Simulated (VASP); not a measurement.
Set up this calculation in VASP 6.6.1, as the native input.

| Property | Result |
| --- | --- |
| Task | single point |
| Functional | PBE |
| Potentials or basis | VASP PAW PBE potentials, release 64 (Mg, O) |
| Cutoff | 520 eV |
| k mesh | 33 × 33 × 33 |
| Occupations | fermi-dirac, width 0.0612256 eV |
| Spin | no spin polarisation |
| Dipole correction | no |
| Further INCAR settings | ALGO = Normal; EDIFF = 1e-06; NBANDS = 12 |

The structure of Mg2O (antifluorite type) lies in POSCAR:

```
Mg2O
1.0
    0.0000000000      2.8197007975      2.8197007975
    2.8197007975      0.0000000000      2.8197007975
    2.8197007975      2.8197007975      0.0000000000
Mg O
2 1
Direct
    0.2500000000      0.2500000000      0.2500000000
    0.7500000000      0.7500000000      0.7500000000
    0.0000000000      0.0000000000      0.0000000000
```

These files were run (other wordings do the same):

INCAR

```
SYSTEM = Mg2O
ALGO = Normal ; EDIFF = 1E-6
ENCUT = 520 ; GGA = PE
ISIF = 2 ; ISMEAR = -1
LASPH = .True. ; LCHARG = .False.
LREAL = .False. ; LWAVE = .False.
NBANDS = 12 ; NELM = 80
PREC = Accurate ; SIGMA = 0.06122561905347299
```

KPOINTS

```
k-points
0
Gamma
  33 33 33
  0 0 0
```

Potentials or basis: VASP PAW PBE potentials, release 64 (Mg, O).

Launch:

```bash
$ cat potpaw_PBE.64/Mg/POTCAR potpaw_PBE.64/O/POTCAR > POTCAR
$ mpirun -np 1 vasp_std > vasp.out
```

Results of the run:

```
Pressure               : -0.2 GPa
Band gap on the k mesh : 0.06 eV (least direct gap 0.07 eV)
```

Caveat: semilocal functionals underestimate gaps, and a narrow one can read as zero; an odd mesh through Γ misses points on the zone boundary, where band edges can lie.

It took 11 min on 1 thread of Oxide Virtual Turin-like Processor (shared host), peak memory 0.58 GiB.
